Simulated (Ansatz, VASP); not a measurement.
BAs: VASP beside Ansatz

```
CELL_PARAMETERS angstrom
0.00000 2.40454 2.40454
2.40454 0.00000 2.40454
2.40454 2.40454 0.00000
ATOMIC_POSITIONS crystal
B 0.00000 0.00000 0.00000
As 0.25000 0.25000 0.25000
```

Alike in both runs: functional PBE; k mesh 10 × 10 × 10; occupations gaussian, width 0.02 eV; no spin polarisation.

Ansatz relaxed the structure, and its values are those at the end. VASP's run is a single point on that final structure, the one shown.

|  | VASP | Ansatz |
| --- | --- | --- |
| version | VASP 6.6.1 | Ansatz 0.2.0 |
| potentials or method | VASP PAW PBE potentials, release 64 (B, As), cutoff 500 eV | scalar-relativistic, plane waves, PAW |
| valence electrons in the cell | 8 | 18 |

Ansatz gave:

* gap on the k mesh at the Fermi level (eV): 1.20
* least direct gap on the mesh (eV): 3.25
* pressure (GPa): 0.0

Question: What did VASP give for the same quantities?

Answer: gap on the k mesh at the Fermi level (eV): 1.20; least direct gap on the mesh (eV): 3.25; pressure (GPa): 0.6.

With one functional, cell and mesh, what is left measures potentials, basis and numerics. VASP's potentials hold 8 valence electrons a cell and Ansatz's 18, so a difference there can come from the potentials and not from the codes.
